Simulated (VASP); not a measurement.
Set up this calculation in VASP 6.6.1, as the native input.

* Task: single point
* Functional: PBE
* Potentials or basis: VASP PAW PBE potentials, release 64 (Sr_sv, Ti_sv, O)
* Cutoff: 600 eV
* k mesh: 8 × 8 × 8
* Occupations: gaussian, width 0.02 eV
* Spin: no spin polarisation
* Dipole correction: no
* Further INCAR settings: ALGO = Normal; EDIFF = 1e-06; NBANDS = 28

The structure of SrTiO3 lies in POSCAR:

```
SrTiO3
1.0
    3.9363545800      0.0000000000      0.0000000000
    0.0000000000      3.9363545800      0.0000000000
    0.0000000000      0.0000000000      3.9363545800
Sr Ti O
1 1 3
Direct
    0.5000000000      0.5000000000      0.5000000000
    0.0000000000      0.0000000000      0.0000000000
    0.5000000000      0.0000000000      0.0000000000
    0.0000000000      0.5000000000      0.0000000000
    0.0000000000      0.0000000000      0.5000000000
```

These files were run (other wordings do the same):

INCAR

```
ALGO = Normal ; EDIFF = 1E-6
ENCUT = 600 ; GGA = PE
GGA_COMPAT = F ; ISIF = 2
ISMEAR = 0 ; LASPH = T
LCHARG = F ; LREAL = F
LWAVE = F ; NBANDS = 28
NELM = 120 ; PREC = Accurate
SIGMA = 0.02
```

KPOINTS

```
k-points
0
Gamma
  8 8 8
```

Potentials or basis: VASP PAW PBE potentials, release 64 (Sr_sv, Ti_sv, O).

Run with:

```console
$ cat potpaw_PBE.64/Sr_sv/POTCAR potpaw_PBE.64/Ti_sv/POTCAR potpaw_PBE.64/O/POTCAR > POTCAR
$ mpirun -np 1 vasp_std > vasp.out
```

It gave:

```yaml
Pressure: 0.5 GPa
Band_gap_on_the_k_mesh: 1.81 eV (least direct gap 2.18 eV)
```

Wall time 30 s on 1 thread of Intel(R) Xeon(R) 6975P-C (Granite Rapids), with other jobs on the host, peak memory 0.22 GiB.
